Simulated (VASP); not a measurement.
Write the native input for VASP 6.6.1 that does the following.

```yaml
Task: single point
Functional: PBE
Potentials_or_basis: VASP PAW PBE potentials, release 64 (Zr_sv, Zn, N)
Cutoff: 520 eV
k_mesh: 6 × 6 × 4
Occupations: gaussian, width 0.1 eV
Spin: no spin polarisation
Dipole_correction: no
Further_INCAR_settings: ALGO = Normal; EDIFF = 1e-06; NBANDS = 22
```

The structure of ZrZnN lies in POSCAR:

```
ZrZnN
1.0
    3.5599419091      0.0000000030      0.0000000000
   -1.7799709572      3.0830001278      0.0000000000
    0.0000000000      0.0000000000      5.9701144535
Zr Zn N
1 1 1
Direct
    0.3333333333      0.6666666667      0.5000000000
    0.3333333333      0.6666666667      0.0000000000
    0.0000000000      0.0000000000      0.5000000000
```

The cell was generated, and may not be a known phase.

One way to write it, as run:

INCAR

```
PREC = Accurate
ENCUT = 520
EDIFF = 1E-6
ISMEAR = 0
SIGMA = 0.1
LREAL = False
LASPH = True
NELM = 80
ALGO = Normal
ISIF = 2
LWAVE = False
LCHARG = False
GGA = PE
NBANDS = 22
```

KPOINTS

```
regular mesh
0
Gamma
  6 6 4
```

Potentials or basis: VASP PAW PBE potentials, release 64 (Zr_sv, Zn, N).

Run with:

```sh
$ cat potpaw_PBE.64/Zr_sv/POTCAR potpaw_PBE.64/Zn/POTCAR potpaw_PBE.64/N/POTCAR > POTCAR
$ mpirun -np 1 vasp_std > vasp.out
```

It gave:

```
Pressure               : 0.2 GPa
Band gap on the k mesh : zero (an odd number of electrons rules out a gap without spin polarisation)
```

Run time: 64 s on 1 thread of AMD EPYC 7R13, with other jobs on the host, peak memory 0.17 GiB.
